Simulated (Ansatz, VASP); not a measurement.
## One calculation of Cu, two programs

Contents of POSCAR:

```
Cu
1.0
    1.3357136028      0.7711746081      6.4554200298
   -1.3357136028      0.7711746081      6.4554200298
    0.0000000000     -1.5423492163      6.4554200298
Cu
3
Direct
    0.0000000000      0.0000000000      0.0000000000
    0.2222200000      0.2222200000      0.2222200000
    0.7777800000      0.7777800000      0.7777800000
```

The input INCAR.step1:

```
  ALGO = Normal
  EDIFF = 1E-4
  ENCUT = 600
  GGA = PE
  ISMEAR = 0
  LASPH = T
  LCHARG = F
  LREAL = F
  LWAVE = T
  NELM = 100
  PREC = Accurate
  SIGMA = 0.1
```

The input INCAR.step2:

```
  ALGO = Normal
  EDIFF = 1E-6
  EDIFFG = -0.04
  ENCUT = 600
  IBRION = 2
  ISIF = 3
  ISMEAR = 0
  ISTART = 1
  LASPH = T
  LCHARG = F
  LMIXTAU = T
  LREAL = F
  LWAVE = F
  METAGGA = R2SCAN
  NELM = 100
  NSW = 90
  PREC = Accurate
  SIGMA = 0.1
```

File KPOINTS:

```
k-points
0
Gamma
  9 9 9
```

Input for Ansatz:

```yaml
crystal:
  lattice:
    - [1.3357136028, 0.7711746081, 6.4554200298]
    - [-1.3357136028, 0.7711746081, 6.4554200298]
    - [0.0, -1.5423492163, 6.4554200298]
  atoms:
    - { symbol: Cu, position: [0.0, 0.0, 0.0] }
    - { symbol: Cu, position: [0.22222, 0.22222, 0.22222] }
    - { symbol: Cu, position: [0.77778, 0.77778, 0.77778] }
basis:
  ecutwfc: 500
kpoints:
  mp_grid: { grid: [9, 9, 9] }
hamiltonian:
  xc: r2scan
scf:
  occupations: { method: gaussian, width: 0.1 }
  lower_state_search: "off"
output:
  forces: true
  stress: true
  eigenvalues: true
relax:
  adjacent_minimum: "off"
  f_tol: 0.04
  max_steps: 70
  cell: { stress_tol: 0.4 }
```

Alike in both runs: task relaxation of cell and atoms; functional r2SCAN; k mesh 9 × 9 × 9; occupations gaussian, width 0.1 eV; no spin polarisation.

```csv
,VASP,Ansatz
version,VASP 6.6.1,Ansatz 0.2.0
potentials or method,"VASP PAW PBE potentials, release 64 (Cu), cutoff 600 eV","scalar-relativistic, plane waves, PAW"
valence electrons in the cell,33,57
```

```tsv
	VASP	Ansatz	Ansatz less VASP
gap on the k mesh at the Fermi level, each at its own relaxed structure (eV)	none	none	-
relaxed volume (Å³/atom)	11.44	11.44	+0.001
relaxed cell length with the largest relative difference (Å)	6.410	6.410	+0.0006
```

VASP's potentials were made for PBE, not for r2SCAN. A gap of «none» marks a metal or a gap that the smearing closes. VASP's potentials hold 33 valence electrons a cell and Ansatz's 57, so a difference there can come from the potentials and not from the codes.
